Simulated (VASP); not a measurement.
# CaSiH6 (Amm2) in VASP: notebook

Aim: see how the results for CaSiH6 move with the level of theory and the settings. Levels: PBEsol, r2SCAN+rVV10. Tasks: single point.

All numbers are computed with VASP 6.6.1; they aren't measurements. Logs are shortened: lines on timing, memory, paths and dates and some standing lists are left out, and cuts for length are marked.

### Step 1. The cell of the first run

It takes space group Amm2 (No. 38, orthorhombic). Conventional cell: a = 3.136 Å, b = 5.565 Å, c = 7.118 Å, α = 90.00°, β = 90.00°, γ = 90.00°. Within 2.8 Å of Ca (site symmetry mm2) lie 12 H at 2.09 to 2.79 Å. Within 2.1 Å of Si (site symmetry mm2) lie 8 H at 1.59 to 1.99 Å. H (site symmetry m) has 1 Si at 1.59 Å and 9 H at 1.93 to 2.43 Å and 2 Ca at 2.31 Å within 2.5 Å. Within 3.0 Å of H (site symmetry mm2) lie 2 Ca at 2.09 Å and 10 H at 2.16 to 2.50 Å and 3 Si at 2.84 to 2.97 Å. H (site symmetry m) has 2 Si at 1.99 Å and 9 H at 1.99 to 2.56 Å and 2 Ca at 2.31 Å within 2.6 Å. H (site symmetry mm2) has 2 Si at 1.87 Å and 10 H at 1.93 to 2.56 Å within 2.6 Å.

### Step 2. Single point, PBEsol

File INCAR:

```
SYSTEM = CaSiH6
PREC = Accurate
ENCUT = 520
EDIFF = 1E-7
ISMEAR = -1
SIGMA = 0.03
LREAL = .FALSE.
LASPH = .TRUE.
NELM = 60
ALGO = Normal
ISIF = 2
LWAVE = .FALSE.
LCHARG = .TRUE.
GGA = PS
LELF = .TRUE.
LVHAR = .TRUE.
NBANDS = 20
```

File KPOINTS:

```
Automatic mesh
0
G
  6 4 4
  0 0 0
```

File POSCAR:

```
CaSiH6
1.0
    3.1362775178      0.0000000000      0.0000000000
    0.0000000000      2.7826432208      3.5590126048
    0.0000000000     -2.7826432208      3.5590126048
Ca Si H
1 1 6
Direct
    0.5000000000      0.5740795801      0.5740795801
    0.0000000000      0.9634214073      0.9634214073
    0.0000000000      0.9193623653      0.3229326617
    0.0000000000      0.3229326617      0.9193623653
    0.0000000000      0.3803000370      0.3803000370
    0.5000000000      0.6846133419      0.0480936144
    0.5000000000      0.0480936144      0.6846133419
    0.5000000000      0.1071979923      0.1071979923
```

Potentials or basis: VASP PAW PBE potentials, release 64 (Ca_sv, Si, H).

Run with:

```console
cat potpaw_PBE.64/Ca_sv/POTCAR potpaw_PBE.64/Si/POTCAR potpaw_PBE.64/H/POTCAR > POTCAR
mpirun -np 1 vasp_std > vasp.out
```

OUTCAR:

```text
SYSTEM = CaSiH6
   PREC = Accurate
   ENCUT = 520
   EDIFF = 1E-7
   ISMEAR = -1
   LREAL = .FALSE.
   LASPH = .TRUE.
   NELM = 60
   ISIF = 2
   GGA = PS

 ion  position               nearest neighbor table
   1  0.500  0.574  0.574-
   2  0.000  0.963  0.963-   3 1.59   4 1.59   8 1.87   8 1.87   6 1.99   6 1.99   7 1.99   7 1.99

   3  0.000  0.919  0.323-   2 1.59
   4  0.000  0.323  0.919-   2 1.59
   5  0.000  0.380  0.380-
   6  0.500  0.685  0.048-   2 1.99   2 1.99
   7  0.500  0.048  0.685-   2 1.99   2 1.99
   8  0.500  0.107  0.107-   2 1.87   2 1.87

  LATTYP: Found a base centered orthorhombic cell.
 ALAT       =     5.5652864416
 B/A-ratio  =     1.2790042856
 C/A-ratio  =     0.5635428743

  Lattice vectors:

 A1 = (   0.0000000000,   2.7826432208,  -3.5590126048)
 A2 = (   0.0000000000,   2.7826432208,   3.5590126048)
 A3 = (   3.1362775178,   0.0000000000,   0.0000000000)

Analysis of symmetry for initial positions (statically):
=====================================================================
 Subroutine PRICEL returns:
 Original cell was already a primitive cell.

 Routine SETGRP: Setting up the symmetry group for a
 base centered orthorhombic supercell.

 Subroutine GETGRP returns: Found  4 space group operations
 (whereof  4 operations were pure point group operations)
 out of a pool of  8 trial point group operations.

The static configuration has the point symmetry C_2v.

Analysis of symmetry for dynamics (positions and initial velocities):
=====================================================================
 Subroutine PRICEL returns:
 Original cell was already a primitive cell.

 Routine SETGRP: Setting up the symmetry group for a
 base centered orthorhombic supercell.

 Subroutine GETGRP returns: Found  4 space group operations
 (whereof  4 operations were pure point group operations)
 out of a pool of  8 trial point group operations.

The dynamic configuration has the point symmetry C_2v.

 Subroutine INISYM returns: Found  4 space group operations
 (whereof  4 operations are pure point group operations),
 and found     1 'primitive' translations

----------------------------------------------------------------------------------------
[... 106 lines left out ...]
   LREAL  =      F    real-space projection
   EDIFFG = 0.1E-05   stopping-criterion for IOM
   NSW    =      0    number of steps for IOM
   IBRION =     -1    ionic relax: 0-MD 1-quasi-New 2-CG
   NFREE  =      0    steps in history (QN), initial steepest desc. (CG)
   ISIF   =      2    stress and relaxation
   ISYM   =      2    0-nonsym 1-usesym 2-fastsym
   POTIM  = 0.5000    time-step for ionic-motion
   TEBEG  =    0.0;   TEEND  =   0.0 temperature during run
   PSTRESS=    0.0 pullay stress
   NELECT =      20.0000    total number of electrons
   NUPDOWN=      -1.0000    fix difference up-down
   EMIN   =  10.00;   EMAX   =-10.00  energy-range for DOS
   EFERMI =   0.00;   METHOD = LEGACY
   ISMEAR =    -1;   SIGMA  =   0.03  broadening in eV -4-tet -1-fermi 0-gaus
   EFERMI_NEDOS =   21; number of points for ismear=-14 and -15
   IALGO  =     38    algorithm
   IMIX   =      4    mixing-type and parameters
     AMIX     =   0.40;   BMIX     =  1.00
     AMIX_MAG =   1.60;   BMIX_MAG =  1.00
  volume/ion in A,a.u.               =       7.77        52.40
  Fermi-wavevector in a.u.,A,eV,Ry     =   1.122038  2.120345 17.129324  1.258970
  Thomas-Fermi vector in A             =   2.258696
   LORBIT       =      0    0 simple, 1 ext, 2 COOP (PROOUT), +10 PAW based schemes
   GGA     = PS    functional components
   LHFCALC =     F    Hartree Fock is set to
   AEXX    =    0.0000 exact exchange contribution
   IVDW    =     0    specifies the selected vdW correction
   LEPSILON=     F    determine dielectric tensor
   LRPA    =     F    only Hartree local field effects (RPA)
 non-spin polarized calculation
  energy-cutoff  :      520.00
  volume of cell :       62.12
 maximum number of plane-waves:      1704
 NGX is ok and might be reduce to    24
   NGX = 11   NGY = 17   NGZ = 17

 number of electron      19.9999999 magnetization

 Free energy of the ion-electron system (eV)
  ---------------------------------------------------
  ext. energy  EPLUGINS =         0.00000000
  ---------------------------------------------------
  free energy    TOTEN  =       -25.85561039 eV

  energy without entropy =      -25.85058761  energy(sigma->0) =      -25.85309900

 E-fermi :   2.8039     XC(G=0): -10.0658

 val. band max:        2.7394947066   @ k =   0.1667   0.5000   0.0000
 cond. band min:       2.8085450636   @ k =   0.3333   0.5000   0.2500
 fundamental gap:      0.0690503570
 Fermi energy:         2.8039052893

 k-point     1 :       0.0000    0.0000    0.0000
  band No.  band energies     occupation
      1     -36.0731      2.00000
      2     -17.3203      2.00000
      3     -17.2201      2.00000
      4     -16.9470      2.00000
      5      -8.5657      2.00000
      6      -1.6960      2.00000
[... 541 lines left out ...]
     19      12.5988      0.00000
     20      13.4404      0.00000

 [... further k-points ...]

------------------------ aborting loop because EDIFF is reached ----------------------------------------

  FORCE on cell =-STRESS in cart. coord.  units (eV):
  Direction    XX          YY          ZZ          XY          YZ          ZX
  --------------------------------------------------------------------------------------
  -------------------------------------------------------------------------------------
  Total        0.0115971      0.0089030      0.0079846      0.0000000      0.0000000      0.0000000
  in kB        0.2991093      0.2296235      0.2059357      0.0000000      0.0000000      0.0000000
  external PRESSURE =       0.2448895 kB  Pullay stress =       0.0000000 kB

 VOLUME and BASIS-vectors are now :
 -----------------------------------------------------------------------------
  energy-cutoff  :      520.00
  volume of cell :       62.12
      direct lattice vectors                 reciprocal lattice vectors
     3.136277518  0.000000000  0.000000000     0.318849335  0.000000000  0.000000000
     0.000000000  2.782643221  3.559012605     0.000000000  0.179685271  0.140488404
     0.000000000 -2.782643221  3.559012605     0.000000000 -0.179685271  0.140488404

 POSITION                                       TOTAL-FORCE (eV/Angst)
 -----------------------------------------------------------------------------------
      1.56814      0.00000      4.08631         0.000000      0.000000      0.006672
      0.00000      0.00000      6.85766         0.000000      0.000000     -0.003025
      0.00000      1.65965      4.42134         0.000000      0.002306      0.003392
      0.00000     -1.65965      4.42134         0.000000     -0.002306      0.003392
      0.00000      0.00000      2.70699         0.000000      0.000000     -0.014121
      1.56814      1.77121      2.60771         0.000000      0.000539      0.001455
      1.56814     -1.77121      2.60771         0.000000     -0.000539      0.001455
      1.56814      0.00000      0.76304         0.000000      0.000000      0.000781
 -----------------------------------------------------------------------------------
    total drift:                                0.000000      0.000000     -0.000082

  FREE ENERGIE OF THE ION-ELECTRON SYSTEM (eV)
  ---------------------------------------------------
  free  energy   TOTEN  =       -25.8556103872 eV

  energy  without entropy=      -25.8505876132  energy(sigma->0) =      -25.85309900
```

OSZICAR:

```text
N       E                     dE             d eps       ncg     rms          rms(c)
DAV:   1     0.104381125088E+03    0.10438E+03   -0.91241E+03  1120   0.898E+02
DAV:   2    -0.206308679902E+02   -0.12501E+03   -0.12144E+03  1248   0.240E+02
DAV:   3    -0.266702896617E+02   -0.60394E+01   -0.59986E+01  1960   0.449E+01
DAV:   4    -0.267536585977E+02   -0.83369E-01   -0.83260E-01  1396   0.470E+00
DAV:   5    -0.267561186745E+02   -0.24601E-02   -0.24598E-02  1656   0.646E-01    0.729E+00
DAV:   6    -0.260128312884E+02    0.74329E+00   -0.76843E-01  1260   0.387E+00    0.376E+00
DAV:   7    -0.258664225397E+02    0.14641E+00   -0.52735E-01  1300   0.321E+00    0.921E-01
DAV:   8    -0.258610889282E+02    0.53336E-02   -0.11298E-01  1268   0.143E+00    0.428E-01
DAV:   9    -0.258555079643E+02    0.55810E-02   -0.16601E-02  1248   0.637E-01    0.160E-01
DAV:  10    -0.258556893570E+02   -0.18139E-03   -0.32271E-03  1348   0.283E-01    0.103E-01
DAV:  11    -0.258556108009E+02    0.78556E-04   -0.43914E-04  1288   0.990E-02    0.273E-02
DAV:  12    -0.258556121408E+02   -0.13399E-05   -0.19972E-05  1388   0.294E-02    0.104E-02
DAV:  13    -0.258556104200E+02    0.17208E-05   -0.12658E-05  1332   0.132E-02    0.268E-03
DAV:  14    -0.258556103872E+02    0.32832E-07   -0.88726E-07  1272   0.584E-03
   1 F= -.25855610E+02 E0= -.25853099E+02  d E =-.502277E-02
```

stdout:

```text
POSCAR found type information on POSCAR CaSiH
 POSCAR found :  3 types and       8 ions
 scaLAPACK will be used
 -----------------------------------------------------------------------------
|                                                                             |
|                                                                             |
|     You enforced a specific xc type in the INCAR file but a different       |
|     I HOPE YOU KNOW WHAT YOU ARE DOING!                                     |
|                                                                             |
 -----------------------------------------------------------------------------

 LDA part: xc-table for (Slater+PW92), standard interpolation
 POSCAR, INCAR and KPOINTS ok, starting setup
 FFT: planning ... GRIDC
 FFT: planning ... GRID_SOFT
 FFT: planning ... GRID
 WAVECAR not read
 entering main loop
```

It took 59 s on 1 thread of Oxide Virtual Turin-like, shared host; peak memory 0.16 GiB.

What came out:

| Property | Result |
| --- | --- |
| Free energy | -25.8556 eV |
| Pressure | 0.0 GPa |
| Largest force | 0.014 eV/Å |
| Band gap on the k mesh | zero (bands 10 and 11 overlap by 2.69 eV) |

Forces on the atoms (eV/Å):
```
Ca   0.000  0.000  0.007
Si   0.000  0.000 -0.003
H    0.000  0.002  0.003
H    0.000 -0.002  0.003
H    0.000  0.000 -0.014
H    0.000  0.001  0.001
H    0.000 -0.001  0.001
H    0.000  0.000  0.001
```

Caveat: the PAW data sets were made with another functional, which shifts forces and pressure a little.

### Step 3. Single point, r2SCAN+rVV10

This run uses another cell than the first one, of 8.07 Å³/atom.

File POSCAR:

```
CaSiH6
1.0
    3.0806967817      0.0000000000      0.0000000000
    0.0000000000      2.8769782507      3.6424676113
    0.0000000000     -2.8769782507      3.6424676113
Ca Si H
1 1 6
Direct
    0.5000000000      0.5779614137      0.5779614137
    0.0000000000      0.9693219921      0.9693219921
    0.0000000000      0.9084234292      0.3150951005
    0.0000000000      0.3150951005      0.9084234292
    0.0000000000      0.3885282258      0.3885282258
    0.5000000000      0.6888338809      0.0436310987
    0.5000000000      0.0436310987      0.6888338809
    0.5000000000      0.1082058590      0.1082058590
```

File INCAR.step1:

```
SYSTEM = CaSiH6
PREC     = Accurate       ! precision mode
ENCUT    = 520            ! plane-wave cutoff, eV
ISMEAR   = -1             ! smearing method
SIGMA    = 0.03           ! smearing width, eV
LREAL    = .False.        ! projectors in reciprocal space
LASPH    = .True.         ! aspherical terms in the spheres
NELM     = 80             ! most SCF steps
NBANDS   = 20             ! bands
GGA      = PE             ! functional
ALGO     = Normal         ! electronic algorithm
EDIFF    = 1E-4           ! SCF threshold, eV
LWAVE    = .True.         ! write WAVECAR
LCHARG   = .False.        ! write CHGCAR
```

File INCAR.step2:

```
SYSTEM = CaSiH6
PREC     = Accurate       ! precision mode
ENCUT    = 520            ! plane-wave cutoff, eV
EDIFF    = 1E-6           ! SCF threshold, eV
ISMEAR   = -1             ! smearing method
SIGMA    = 0.03           ! smearing width, eV
LREAL    = .False.        ! projectors in reciprocal space
LASPH    = .True.         ! aspherical terms in the spheres
NELM     = 80             ! most SCF steps
ALGO     = Normal         ! electronic algorithm
ISIF     = 2              ! what is computed and relaxed
LWAVE    = .False.        ! write WAVECAR
LCHARG   = .True.         ! write CHGCAR
METAGGA  = R2SCAN         ! meta-GGA
LMIXTAU  = .True.       
LUSE_VDW = .True.       
IVDW_NL  = 2            
BPARAM   = 11.95        
CPARAM   = 0.0093       
LELF     = .True.         ! ELF
LVHAR    = .True.       
NBANDS   = 20             ! bands
ISTART   = 1
```

File KPOINTS:

```
regular mesh
0
Gamma
  8 6 6
  0 0 0
```

Potentials or basis: VASP PAW PBE potentials, release 64 (Ca_sv, Si, H).

Run with:

```console
cat potpaw_PBE.64/Ca_sv/POTCAR potpaw_PBE.64/Si/POTCAR potpaw_PBE.64/H/POTCAR > POTCAR
cp INCAR.step1 INCAR
mpirun -np 1 vasp_std > vasp.out
cp INCAR.step2 INCAR
mpirun -np 1 vasp_std > vasp.out
```

Run time: 9.5 min. Hardware: 1 thread of Oxide Virtual Turin-like, shared host; peak memory 0.32 GiB.

It converged, with:

```
Free energy            : -33.6869 eV
Pressure               : 0.1 GPa
Largest force          : 0.034 eV/Å
Band gap on the k mesh : zero (bands 10 and 11 overlap by 2.50 eV)
```

Forces in eV/Å, atoms in the order of the input:
```
Ca   0.000  0.000  0.017
Si   0.000  0.000  0.014
H    0.000  0.018 -0.006
H    0.000 -0.018 -0.006
H    0.000  0.000 -0.034
H    0.000  0.000  0.004
H    0.000  0.000  0.004
H    0.000  0.000  0.007
```

Stress tensor (GPa, compression positive):
```
 0.19  0.00  0.00
 0.00 -0.02  0.00
 0.00  0.00  0.05
```

Levels at points of the mesh, in eV from the Fermi level:
```tsv
k point	band 8	band 9	band 10	band 11	band 12	band 13
(0.00, 0.00, 0.00)	-2.76	-2.32	0.60	3.32	4.47	4.75
(0.50, 0.00, 0.00)	-1.67	-1.39	-1.08	-0.22	3.34	4.02
(0.00, 0.50, 0.00)	-2.14	-0.50	0.85	3.85	4.24	4.64
(0.50, 0.50, 0.00)	-2.71	-1.54	-1.12	-0.92	3.28	4.62
(0.00, 0.50, 0.50)	-2.58	0.38	1.57	4.13	4.57	5.02
(0.50, 0.50, 0.50)	-3.27	-2.60	-1.56	-0.34	5.55	6.18
```

Caveat: the PAW data sets were made with another functional, which shifts forces and pressure a little.

The gap in the log of VASP goes by the Fermi energy; the results here count the filled bands.